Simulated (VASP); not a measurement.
# LiH (F-43m) in VASP: a series of runs

The runs below take LiH through single point, with PBE.

Program: VASP 6.6.1. These are calculated values, not measurements. Logs are shortened: lines on timing, memory, paths and dates and some standing lists are left out, and cuts for length are marked.

**1. The cell of the first run**

Symmetry: F-43m, No. 216, cubic system. Conventional cell: a = 4.290 Å, b = 4.290 Å, c = 4.290 Å, α = 90.00°, β = 90.00°, γ = 90.00°. Within 2.5 Å of Li (site symmetry -43m) lie 4 H at 1.86 Å. H (site symmetry -43m) has 4 Li at 1.86 Å within 2.5 Å.

**2. Single point, PBE**

Contents of INCAR:

```
SYSTEM = LiH
PREC     = Accurate       ! precision mode
ENCUT    = 520            ! plane-wave cutoff, eV
EDIFF    = 1E-6           ! SCF threshold, eV
ISMEAR   = 0              ! smearing method
SIGMA    = 0.01           ! smearing width, eV
LREAL    = .FALSE.        ! projectors in reciprocal space
LASPH    = .TRUE.         ! aspherical terms in the spheres
NELM     = 80             ! most SCF steps
ALGO     = Normal         ! electronic algorithm
ISIF     = 2              ! what is computed and relaxed
LWAVE    = .FALSE.        ! write WAVECAR
LCHARG   = .TRUE.         ! write CHGCAR
GGA      = PE             ! functional
LELF     = .TRUE.         ! ELF
LVHAR    = .TRUE.       
NBANDS   = 9              ! bands
```

Contents of KPOINTS:

```
Automatic mesh
0
G
  6 6 6
  0 0 0
```

Contents of POSCAR:

```
LiH
1.0
    0.0000000000      2.1451220264      2.1451220264
    2.1451220264      0.0000000000      2.1451220264
    2.1451220264      2.1451220264      0.0000000000
Li H
1 1
Direct
    0.0000000000      0.0000000000      0.0000000000
    0.2500000000      0.2500000000      0.2500000000
```

Potentials or basis: VASP PAW PBE potentials, release 64 (Li_sv, H).

Launch:

```sh
> cat potpaw_PBE.64/Li_sv/POTCAR potpaw_PBE.64/H/POTCAR > POTCAR
> mpirun -np 1 vasp_std > vasp.out
```

OUTCAR:

```text
SYSTEM = LiH
   PREC = Accurate
   ENCUT = 520
   EDIFF = 1E-6
   ISMEAR = 0
   LREAL = .FALSE.
   LASPH = .TRUE.
   NELM = 80
   ISIF = 2
   GGA = PE

 ion  position               nearest neighbor table
   1  0.000  0.000  0.000-
   2  0.250  0.250  0.250-

  LATTYP: Found a face centered cubic cell.
 ALAT       =     4.2902440528

  Lattice vectors:

 A1 = (   0.0000000000,   2.1451220264,   2.1451220264)
 A2 = (   2.1451220264,   0.0000000000,   2.1451220264)
 A3 = (   2.1451220264,   2.1451220264,   0.0000000000)

Analysis of symmetry for initial positions (statically):
=====================================================================
 Subroutine PRICEL returns:
 Original cell was already a primitive cell.

 Routine SETGRP: Setting up the symmetry group for a
 face centered cubic supercell.

 Subroutine GETGRP returns: Found 24 space group operations
 (whereof 24 operations were pure point group operations)
 out of a pool of 48 trial point group operations.

The static configuration has the point symmetry T_d .

Analysis of symmetry for dynamics (positions and initial velocities):
=====================================================================
 Subroutine PRICEL returns:
 Original cell was already a primitive cell.

 Routine SETGRP: Setting up the symmetry group for a
 face centered cubic supercell.

 Subroutine GETGRP returns: Found 24 space group operations
 (whereof 24 operations were pure point group operations)
 out of a pool of 48 trial point group operations.

The dynamic configuration has the point symmetry T_d .

 Subroutine INISYM returns: Found 24 space group operations
 (whereof 24 operations are pure point group operations),
 and found     1 'primitive' translations

----------------------------------------------------------------------------------------

                                     Primitive cell

  volume of cell :      19.7418

  direct lattice vectors                    reciprocal lattice vectors
     0.000000000  2.145122026  2.145122026    -0.233086973  0.233086973  0.233086973
     2.145122026  0.000000000  2.145122026     0.233086973 -0.233086973  0.233086973
     2.145122026  2.145122026  0.000000000     0.233086973  0.233086973 -0.233086973

  length of vectors
     3.033660663  3.033660663  3.033660663     0.403718480  0.403718480  0.403718480

  position of ions in fractional coordinates (direct lattice)
     0.000000000  0.000000000  0.000000000
     0.250000000  0.250000000  0.250000000

  ion indices of the primitive-cell ions
   primitive index   ion index
                 1           1
                 2           2

----------------------------------------------------------------------------------------

 KPOINTS: Automatic mesh

Automatic generation of k-mesh.
 Grid dimensions read from file:
 generate k-points for:    6    6    6

 Generating k-lattice:

  Cartesian coordinates                     Fractional coordinates (reciprocal lattice)
    -0.038847829  0.038847829  0.038847829     0.166666667  0.000000000  0.000000000
     0.038847829 -0.038847829  0.038847829     0.000000000  0.166666667  0.000000000
     0.038847829  0.038847829 -0.038847829     0.000000000  0.000000000  0.166666667

  Length of vectors
     0.067286413  0.067286413  0.067286413

  Shift w.r.t. Gamma in fractional coordinates (k-lattice)
     0.000000000  0.000000000  0.000000000

 Subroutine IBZKPT returns following result:
 ===========================================

 Found     16 irreducible k-points:

 Following reciprocal coordinates:
            Coordinates               Weight
  0.000000  0.000000  0.000000      1.000000
  0.166667  0.000000  0.000000      8.000000
  0.333333  0.000000  0.000000      8.000000
  0.500000  0.000000  0.000000      4.000000
  0.166667  0.166667  0.000000      6.000000
  0.333333  0.166667  0.000000     24.000000
[... 8 lines left out ...]
 -0.333333  0.333333  0.166667     24.000000
 -0.333333  0.500000  0.166667     12.000000
   k-points           NKPTS =     16   k-points in BZ     NKDIM =     16   number of bands    NBANDS=      9
   number of dos      NEDOS =    301   number of ions     NIONS =      2
   total plane-waves  NPLWV =  13824
   dimension x,y,z NGX =    24 NGY =   24 NGZ =   24
   dimension x,y,z NGXF=    48 NGYF=   48 NGZF=   48
   ions per type =               1   1
   NGX,Y,Z   is equivalent  to a cutoff of  13.15, 13.15, 13.15 a.u.
   NGXF,Y,Z  is equivalent  to a cutoff of  26.30, 26.30, 26.30 a.u.
 SYSTEM =  LiH
   PREC   = accura    normal or accurate (medium, high low for compatibility)
   ISTART =      0    job   : 0-new  1-cont  2-samecut
   ICHARG =      2    charge: 1-file 2-atom 10-const
   ISPIN  =      1    spin polarized calculation?
   LNONCOLLINEAR =      F non collinear calculations
   LSORBIT =      F    spin-orbit coupling
   LASPH  =      T    aspherical Exc in radial PAW
   ENCUT  =  520.0 eV  38.22 Ry    6.18 a.u.   5.64  5.64  5.64*2*pi/ulx,y,z
   NELM   =     80;   NELMIN=  2; NELMDL= -5     # of ELM steps
   EDIFF  = 0.1E-05   stopping-criterion for ELM
   LREAL  =      F    real-space projection
   EDIFFG = 0.1E-04   stopping-criterion for IOM
   NSW    =      0    number of steps for IOM
   IBRION =     -1    ionic relax: 0-MD 1-quasi-New 2-CG
   NFREE  =      0    steps in history (QN), initial steepest desc. (CG)
   ISIF   =      2    stress and relaxation
   ISYM   =      2    0-nonsym 1-usesym 2-fastsym
   POTIM  = 0.5000    time-step for ionic-motion
   TEBEG  =    0.0;   TEEND  =   0.0 temperature during run
   PSTRESS=    0.0 pullay stress
   NELECT =       4.0000    total number of electrons
   NUPDOWN=      -1.0000    fix difference up-down
   EMIN   =  10.00;   EMAX   =-10.00  energy-range for DOS
   EFERMI =   0.00;   METHOD = LEGACY
   ISMEAR =     0;   SIGMA  =   0.01  broadening in eV -4-tet -1-fermi 0-gaus
   EFERMI_NEDOS =   21; number of points for ismear=-14 and -15
   IALGO  =     38    algorithm
   IMIX   =      4    mixing-type and parameters
     AMIX     =   0.40;   BMIX     =  1.00
     AMIX_MAG =   1.60;   BMIX_MAG =  1.00
  volume/ion in A,a.u.               =       9.87        66.61
  Fermi-wavevector in a.u.,A,eV,Ry     =   0.961537  1.817042 12.579322  0.924554
  Thomas-Fermi vector in A             =   2.090918
   LORBIT       =      0    0 simple, 1 ext, 2 COOP (PROOUT), +10 PAW based schemes
   GGA     = PE    functional components
   LHFCALC =     F    Hartree Fock is set to
   AEXX    =    0.0000 exact exchange contribution
   IVDW    =     0    specifies the selected vdW correction
   LEPSILON=     F    determine dielectric tensor
   LRPA    =     F    only Hartree local field effects (RPA)
 non-spin polarized calculation
 Gauss-broadening in eV      SIGMA  =   0.01
  energy-cutoff  :      520.00
  volume of cell :       19.74
 maximum number of plane-waves:       544
 NGX is ok and might be reduce to    24
   NGX = 11   NGY = 11   NGZ = 11

 number of electron       3.9999993 magnetization

 Free energy of the ion-electron system (eV)
  ---------------------------------------------------
  ext. energy  EPLUGINS =         0.00000000
  ---------------------------------------------------
  free energy    TOTEN  =        -6.03052697 eV

  energy without entropy =       -6.03052697  energy(sigma->0) =       -6.03052697

 E-fermi :  -1.5875     XC(G=0):  -7.6938

 val. band max:       -1.7441590322   @ k =  -0.3333   0.5000   0.1667
 cond. band min:       2.5542250899   @ k =   0.5000   0.0000   0.0000
 fundamental gap:      4.2983841220
 Fermi energy:        -1.5874759498

 k-point     1 :       0.0000    0.0000    0.0000
  band No.  band energies     occupation
      1     -45.0100      2.00000
      2      -5.3499      2.00000
      3      11.4127      0.00000
      4      15.6130      0.00000
      5      15.6130      0.00000
      6      15.6130      0.00000
      7      18.1803      0.00000
      8      18.1803      0.00000
      9      18.1803      0.00000

 k-point     2 :       0.1667    0.0000    0.0000
  band No.  band energies     occupation
      1     -45.0044      2.00000
      2      -4.9173      2.00000
      3       8.9072      0.00000
      4      14.0474      0.00000
      5      14.5124      0.00000
      6      14.5125      0.00000
      7      19.6633      0.00000
      8      19.6633      0.00000
      9      21.8948      0.00000

 k-point     3 :       0.3333    0.0000    0.0000
  band No.  band energies     occupation
      1     -44.9930      2.00000
      2      -3.7211      2.00000
      3       4.6769      0.00000
      4      13.6171      0.00000
      5      13.6171      0.00000
      6      14.3022      0.00000
      7      18.2991      0.00000
      8      18.2991      0.00000
      9      20.7306      0.00000

 k-point     4 :       0.5000    0.0000    0.0000
  band No.  band energies     occupation
      1     -44.9875      2.00000
      2      -2.7172      2.00000
      3       2.5542      0.00000
      4      13.3992      0.00000
      5      13.3992      0.00000
      6      14.4000      0.00000
      7      17.3207      0.00000
      8      17.3207      0.00000
      9      20.9821      0.00000

 k-point     5 :       0.1667    0.1667    0.0000
  band No.  band energies     occupation
      1     -45.0025      2.00000
      2      -4.7751      2.00000
      3       9.3982      0.00000
      4      12.4808      0.00000
      5      12.4808      0.00000
      6      15.3297      0.00000
      7      17.7101      0.00000
      8      21.5537      0.00000
      9      22.4480      0.00000

 k-point     6 :       0.3333    0.1667    0.0000
  band No.  band energies     occupation
      1     -44.9931      2.00000
      2      -3.8262      2.00000
      3       6.1313      0.00000
      4      11.4021      0.00000
      5      11.8031      0.00000
      6      13.9461      0.00000
      7      17.3351      0.00000
      8      22.3801      0.00000
      9      22.4995      0.00000
[... 73 lines left out ...]
 k-point    13 :       0.5000    0.5000    0.0000
  band No.  band energies     occupation
      1     -44.9801      2.00000
      2      -1.9999      2.00000
      3       5.5333      0.00000
      4       8.3011      0.00000
      5       9.0757      0.00000
      6       9.0757      0.00000
      7      16.7078      0.00000
      8      26.8505      0.00000
      9      31.0920      0.00000

 k-point    14 :       0.5000    0.3333    0.1667
  band No.  band energies     occupation
      1     -44.9856      2.00000
      2      -2.7713      2.00000
      3       4.6839      0.00000
      4       8.4112      0.00000
      5      10.6965      0.00000
      6      14.7943      0.00000
      7      17.3237      0.00000
      8      21.8325      0.00000
      9      25.5425      0.00000

 k-point    15 :      -0.3333    0.3333    0.1667
  band No.  band energies     occupation
      1     -44.9818      2.00000
      2      -1.9546      2.00000
      3       3.5008      0.00000
      4       7.4185      0.00000
      5      10.0226      0.00000
      6      15.5226      0.00000
      7      18.3901      0.00000
      8      21.5207      0.00000
      9      24.2181      0.00000

 k-point    16 :      -0.3333    0.5000    0.1667
  band No.  band energies     occupation
      1     -44.9800      2.00000
      2      -1.7442      2.00000
      3       5.2091      0.00000
      4       5.2883      0.00000
      5       9.2890      0.00000
      6      14.2281      0.00000
      7      17.8839      0.00000
      8      22.2068      0.00000
      9      26.3803      0.00000

------------------------ aborting loop because EDIFF is reached ----------------------------------------

  FORCE on cell =-STRESS in cart. coord.  units (eV):
  Direction    XX          YY          ZZ          XY          YZ          ZX
  --------------------------------------------------------------------------------------
  -------------------------------------------------------------------------------------
  Total       -0.0251952     -0.0251952     -0.0251952     -0.0000000     -0.0000000      0.0000000
  in kB       -2.0447643     -2.0447643     -2.0447643     -0.0000000     -0.0000000      0.0000000
  external PRESSURE =      -2.0447643 kB  Pullay stress =       0.0000000 kB

 VOLUME and BASIS-vectors are now :
 -----------------------------------------------------------------------------
  energy-cutoff  :      520.00
  volume of cell :       19.74
      direct lattice vectors                 reciprocal lattice vectors
     0.000000000  2.145122026  2.145122026    -0.233086973  0.233086973  0.233086973
     2.145122026  0.000000000  2.145122026     0.233086973 -0.233086973  0.233086973
     2.145122026  2.145122026  0.000000000     0.233086973  0.233086973 -0.233086973

 POSITION                                       TOTAL-FORCE (eV/Angst)
 -----------------------------------------------------------------------------------
      0.00000      0.00000      0.00000         0.000000      0.000000      0.000000
      1.07256      1.07256      1.07256        -0.000000     -0.000000     -0.000000
 -----------------------------------------------------------------------------------
    total drift:                               -0.000000     -0.000000     -0.000000

  FREE ENERGIE OF THE ION-ELECTRON SYSTEM (eV)
  ---------------------------------------------------
  free  energy   TOTEN  =        -6.0305269692 eV

  energy  without entropy=       -6.0305269692  energy(sigma->0) =       -6.03052697
```

It took 2.6 s on 1 thread of Intel Xeon Platinum 8488C (Sapphire Rapids), shared host; peak memory 0.13 GiB.

Results:

```
Free energy            : -6.0305 eV
Band gap on the k mesh : 4.30 eV, indirect (least direct gap 5.27 eV)
```

Levels at points of the mesh, in eV from the valence-band top:
| k point | band 1 | band 2 | band 3 | band 4 | band 5 |
| --- | --- | --- | --- | --- | --- |
| (0.00, 0.00, 0.00) | -43.27 | -3.61 | 13.16 | 17.36 | 17.36 |
| (0.50, 0.00, 0.00) | -43.24 | -0.97 | 4.30 | 15.14 | 15.14 |
| (0.50, 0.50, 0.00) | -43.24 | -0.26 | 7.28 | 10.05 | 10.82 |

Caveat: the k points lie up to 0.42 Å⁻¹ apart; the cutoff is under 1.25 times the usual one of these potentials, so pressure, stress and relaxed cells hold a basis-set (Pulay) error. As with any semilocal functional, this PBE gap is likely too small.

[end of part 1 of 2]
